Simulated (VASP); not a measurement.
# B19N17 (a cell with a defect) (B_N) in VASP: single point with PBE

Aim: the single point of B19N17 (a cell with a defect) (B_N) with PBE.

All numbers are computed with VASP 6.6.1; they aren't measurements. Logs are shortened: lines on timing, memory, paths and dates and some standing lists are left out, and cuts for length are marked.

### Step 1. The cell of the first run

The cell holds a defect, 36 atoms: a = 7.465 Å, b = 7.465 Å, c = 6.495 Å, α = 90.00°, β = 90.00°, γ = 120.00°.

### Step 2. Single point, PBE, collinear spin

INCAR reads:

```
SYSTEM = B19N17
ALGO = Normal
EDIFF = 1E-6
ENCUT = 520
GGA = PE
GGA_COMPAT = .False.
ISIF = 2
ISMEAR = 0
ISPIN = 2
LASPH = .True.
LCHARG = .False.
LORBIT = 11
LREAL = Auto
LWAVE = .False.
MAGMOM = 0 0 0.01 0 0 0 0.02 0 0.09 0 0.18 0.01 0 0 0 0.02 0 0 0 0 0 0 0.03 0 0 0 0.05 0.01 0 0.03 0 0 0 0.05 0 0
NBANDS = 99
NELECT = 141.0
NELM = 200
NUPDOWN = 1.0
PREC = Accurate
SIGMA = 0.01
```

KPOINTS reads:

```
Automatic mesh
0
Gamma
  1 1 1
  0.25 0.25 0.25
```

POSCAR reads:

```
B19N17
1.0
    7.4650312809      0.0000000000      0.0000000000
   -3.7325156404      6.4649067293      0.0000000000
    0.0000000000      0.0000000000      6.4954828800
B N
19 17
Direct
    0.1070867341      0.2209489546      0.2347268718
    0.2227504492      0.1095407590      0.7475437725
    0.1108561526      0.5579948218      0.2578248991
    0.2229102328      0.4434084891      0.7491542422
    0.1106094886      0.8893905114      0.2500000000
    0.2232445307      0.7767554693      0.7500000000
    0.4279017655      0.2011724879      0.1924977855
    0.5567676382      0.1097349455      0.7481719943
    0.4327459858      0.5672540142      0.2500000000
    0.5566245100      0.4433754900      0.7500000000
    0.5613321349      0.4386678651      0.2500000000
    0.4420051782      0.8891438474      0.2421751009
    0.5565915109      0.7770897672      0.7508457578
    0.7757003052      0.2242996948      0.2500000000
    0.8897618129      0.1102381871      0.7500000000
    0.7988275121      0.5720982345      0.3075022145
    0.8902650545      0.4432323618      0.7518280057
    0.7790510454      0.8929132659      0.2652731282
    0.8904592410      0.7772495508      0.7524562275
    0.1124732005      0.2208413323      0.7477075843
    0.2123663452      0.1048815418      0.2094260515
    0.1125280148      0.5541659117      0.7511302231
    0.2176098598      0.4446195321      0.2442718793
    0.1125603528      0.8874396472      0.7500000000
    0.2212212336      0.7787787664      0.2500000000
    0.4457027453      0.2205753071      0.7469992083
    0.5532588277      0.1093330215      0.2226737593
    0.4458437246      0.5541562754      0.7500000000
    0.4458340883      0.8874719852      0.7488697769
    0.5553804679      0.7823901402      0.2557281207
    0.7791300184      0.2208699816      0.7500000000
    0.8862310412      0.1137689588      0.2500000000
    0.7794246929      0.5542972547      0.7530007917
    0.8906669785      0.4467411723      0.2773262407
    0.7791586677      0.8875267995      0.7522924157
    0.8951184582      0.7876336548      0.2905739485
```

Potentials or basis: VASP PAW PBE potentials, release 64 (B, N).

On the command line:

```sh
> cat potpaw_PBE.64/B/POTCAR potpaw_PBE.64/N/POTCAR > POTCAR
> mpirun -np 1 vasp_std > vasp.out
```

OUTCAR:

```text
SYSTEM = B19N17
   EDIFF = 1E-6
   ENCUT = 520
   GGA = PE
   ISIF = 2
   ISMEAR = 0
   ISPIN = 2
   LASPH = .True.
   LORBIT = 11
   LREAL = Auto
   NELECT = 141.0
   NELM = 200
   NUPDOWN = 1.0
   PREC = Accurate

 ion  position               nearest neighbor table
   1  0.107  0.221  0.235-  32 1.43  21 1.44  23 1.45
   2  0.223  0.110  0.748-  20 1.43  24 1.44  26 1.44
   3  0.111  0.558  0.258-  23 1.43  25 1.43  34 1.43
   4  0.223  0.443  0.749-  22 1.43  20 1.44  28 1.44
   5  0.111  0.889  0.250-  21 1.42  36 1.42  25 1.43
   6  0.223  0.777  0.750-  24 1.43  22 1.44  29 1.44
[... 28 lines left out ...]
  35  0.779  0.888  0.752-  19 1.43  13 1.44  15 1.44
  36  0.895  0.788  0.291-  16 1.40   5 1.42  18 1.44

  LATTYP: Found a hexagonal cell.
 ALAT       =     7.4650312809
 C/A-ratio  =     0.8701213211

  Lattice vectors:

 A1 = (   7.4650312809,   0.0000000000,   0.0000000000)
 A2 = (  -3.7325156404,   6.4649067293,   0.0000000000)
 A3 = (   0.0000000000,   0.0000000000,   6.4954828800)

Analysis of symmetry for initial positions (statically):
=====================================================================
 Subroutine PRICEL returns:
 Original cell was already a primitive cell.

 Routine SETGRP: Setting up the symmetry group for a
 hexagonal supercell.

 Subroutine GETGRP returns: Found  2 space group operations
 (whereof  1 operations were pure point group operations)
 out of a pool of 24 trial point group operations.

The static configuration has the point symmetry C_1 .
 The point group associated with its full space group is C_2 .

Analysis of symmetry for dynamics (positions and initial velocities):
=====================================================================
 Subroutine PRICEL returns:
 Original cell was already a primitive cell.

 Routine SETGRP: Setting up the symmetry group for a
 hexagonal supercell.

 Subroutine GETGRP returns: Found  2 space group operations
 (whereof  1 operations were pure point group operations)
 out of a pool of 24 trial point group operations.

The dynamic configuration has the point symmetry C_1 .
 The point group associated with its full space group is C_2 .

Analysis of structural, dynamic, and magnetic symmetry:
=====================================================================
[... 193 lines left out ...]
 maximum number of plane-waves:      8452
   NGX = 27   NGY = 27   NGZ = 25

 number of electron     140.9999999 magnetization       1.0000015

 Free energy of the ion-electron system (eV)
  ---------------------------------------------------
  ext. energy  EPLUGINS =         0.00000000
  ---------------------------------------------------
  free energy    TOTEN  =      -310.25008249 eV

  energy without entropy =     -310.25008249  energy(sigma->0) =     -310.25008249

 E-fermi :   2.3982     XC(G=0): -10.2156

 val. band max:        2.3449443415   @ k =   0.2500   0.2500   0.2500
 cond. band min:       2.8744067470   @ k =   0.5000   0.2500   0.2500
 fundamental gap:      0.5294624055
 Fermi energy:         2.3982263749

 spin component 1

 k-point     1 :       0.2500    0.2500    0.2500
  band No.  band energies     occupation
      1     -15.1674      1.00000
      2     -14.7816      1.00000
      3     -14.5298      1.00000
      4     -14.3548      1.00000
      5     -14.0147      1.00000
      6     -14.0009      1.00000
[... 329 lines left out ...]
     81       9.0666      0.00000
     82       9.2794      0.00000
 Fermi energy:         2.3982263749

 spin component 2

 k-point     1 :       0.2500    0.2500    0.2500
  band No.  band energies     occupation
      1     -15.1336      1.00000
      2     -14.7276      1.00000
      3     -14.5269      1.00000
      4     -14.3068      1.00000
      5     -14.0061      1.00000
      6     -13.9987      1.00000
[... 329 lines left out ...]
     81       9.1423      0.00000
     82       9.3076      0.00000
 [bands above 82 left out]

------------------------ aborting loop because EDIFF is reached ----------------------------------------

  FORCE on cell =-STRESS in cart. coord.  units (eV):
  Direction    XX          YY          ZZ          XY          YZ          ZX
  --------------------------------------------------------------------------------------
  -------------------------------------------------------------------------------------
  Total       27.5795387     29.4419266     -2.6048052      1.6128753      0.2165020      0.1250713
  in kB      140.9588156    150.4774664    -13.3131399      8.2433934      1.1065401      0.6392383
  external PRESSURE =      92.7077140 kB  Pullay stress =       0.0000000 kB

 VOLUME and BASIS-vectors are now :
 -----------------------------------------------------------------------------
  energy-cutoff  :      520.00
  volume of cell :      313.48
      direct lattice vectors                 reciprocal lattice vectors
     7.465031281  0.000000000  0.000000000     0.133957912  0.077340636  0.000000000
    -3.732515640  6.464906729  0.000000000     0.000000000  0.154681273  0.000000000
     0.000000000  0.000000000  6.495482880     0.000000000  0.000000000  0.153953142

 POSITION                                       TOTAL-FORCE (eV/Angst)
 -----------------------------------------------------------------------------------
     -0.02529      1.42841      1.52466        -0.158925      0.122521     -0.010137
      1.25398      0.70817      4.85566         0.121059     -0.087524     -0.001335
     -1.25518      3.60738      1.67470        -0.195014      0.008388      0.047710
      0.00900      2.86659      4.86612         0.198743     -0.120401      0.008122
     -2.49396      5.74983      1.62387        -0.146252      0.084439     -0.000000
     -1.23272      5.02165      4.87161         0.188573     -0.108873     -0.000000
[... 28 lines left out ...]
      2.50374      5.73778      4.88650        -0.174443      0.112707      0.008544
      3.74223      5.09198      1.88742         0.135271     -0.080769     -0.027406
 -----------------------------------------------------------------------------------
    total drift:                                0.001930     -0.001114     -0.000000

  FREE ENERGIE OF THE ION-ELECTRON SYSTEM (eV)
  ---------------------------------------------------
  free  energy   TOTEN  =      -310.2500824902 eV

  energy  without entropy=     -310.2500824902  energy(sigma->0) =     -310.25008249

 total charge

# of ion       s       p       d       tot
------------------------------------------
    1        0.753   1.411   0.000   2.164
    2        0.756   1.443   0.000   2.199
    3        0.764   1.461   0.000   2.224
    4        0.756   1.444   0.000   2.200
    5        0.770   1.480   0.000   2.250
    6        0.756   1.443   0.000   2.199
[... 28 lines left out ...]
   35        1.232   2.798   0.000   4.030
   36        1.240   2.815   0.000   4.055
--------------------------------------------------
tot         35.528  74.822   0.000 110.350

 magnetization (x)

# of ion       s       p       d       tot
------------------------------------------
    1        0.000   0.003   0.000   0.003
    2       -0.000   0.000   0.000   0.000
    3        0.006   0.020   0.000   0.026
    4        0.000   0.000   0.000   0.000
    5        0.000   0.004   0.000   0.004
    6       -0.000   0.000   0.000   0.000
[... 28 lines left out ...]
   35       -0.000  -0.001   0.000  -0.001
   36       -0.000   0.002   0.000   0.001
--------------------------------------------------
tot          0.086   0.748   0.000   0.834
```

It took 5 min on 1 thread of Intel Xeon 6975P-C (Granite Rapids), shared host; peak memory 0.57 GiB.

What came out:

```yaml
Free_energy: -310.2501 eV
Largest_force: 0.322 eV/Å
Net_moment: 1.00 μB per cell
Site_moments: B +0.00, +0.03, +0.05, +0.19, -0.00, +0.29; N -0.00, +0.00, +0.03, +0.05, +0.01 μB
Valence_electrons_inside_the_program's_atomic_spheres: B 2.16, 2.20, 2.22, 2.25, 2.24, 2.19, 2.06, 2.15; N 4.03, 4.05, 4.04, 4.02
```

Forces in eV/Å, atoms in the order of the input:
```
B   -0.159  0.123 -0.010
B    0.121 -0.088 -0.001
B   -0.195  0.008  0.048
B    0.199 -0.120  0.008
B   -0.146  0.084  0.000
B    0.189 -0.109  0.000
B   -0.095  0.064 -0.024
B    0.152 -0.142  0.005
B   -0.018  0.010  0.000
B    0.127 -0.073  0.000
B    0.018 -0.010  0.000
B   -0.105  0.165 -0.048
B    0.204 -0.112 -0.008
B   -0.170  0.098  0.000
B    0.279 -0.161  0.000
B   -0.103  0.051  0.024
B    0.199 -0.061 -0.005
B   -0.186  0.076  0.010
B    0.136 -0.061  0.001
N   -0.185  0.095 -0.009
N    0.138 -0.077  0.027
N   -0.186  0.098  0.019
N    0.189 -0.119 -0.067
N   -0.177  0.102  0.000
N    0.093 -0.054  0.000
N   -0.151  0.109  0.002
N    0.005 -0.144 -0.038
N   -0.174  0.100  0.000
N   -0.178  0.112 -0.019
N    0.197 -0.104  0.067
N   -0.209  0.120  0.000
N    0.274 -0.158  0.000
N   -0.170  0.076 -0.002
N    0.127  0.067  0.038
N   -0.174  0.113  0.009
N    0.135 -0.081 -0.027
```

Caveat: the k points lie up to 0.97 Å⁻¹ apart; the cell carries a net charge on a neutralising background, which shifts energy and pressure; the cell is charged against a uniform background, so pressure and absolute levels hang on convention; the total moment is fixed, so each spin has its own Fermi level.
